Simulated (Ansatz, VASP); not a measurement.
# Two plane-wave programs on Sc2Re

```
CELL_PARAMETERS angstrom
4.75575 0.00000 0.00000
-2.37787 4.11860 0.00000
0.00000 0.00000 2.80596
ATOMIC_POSITIONS crystal
Sc 0.33333 0.66667 0.50000
Sc 0.66667 0.33333 0.50000
Re 0.00000 0.00000 0.00000
```

Alike in both runs: functional PBE; k mesh 12 × 12 × 16; occupations gaussian, width 0.1 eV; no spin polarisation.

Ansatz relaxed the structure, and its values are those at the end. VASP's run is a single point on that final structure, the one shown.

|  | VASP | Ansatz |
| --- | --- | --- |
| version | VASP 6.6.1 | Ansatz 0.2.0 |
| potentials or method | VASP PAW PBE potentials, release 64 (Sc_sv, Re), cutoff 520 eV | scalar-relativistic, plane waves, PAW |
| valence electrons in the cell | 29 | 37 |

```tsv
	VASP	Ansatz	Ansatz less VASP
gap on the k mesh at the Fermi level (eV)	none	none	-
pressure (GPa)	-0.1	0.0	+0.09
```

A gap of «none» marks a metal or a gap that the smearing closes. VASP's potentials hold 29 valence electrons a cell and Ansatz's 37, so a difference there can come from the potentials and not from the codes.

Neither program's run includes spin-orbit coupling.
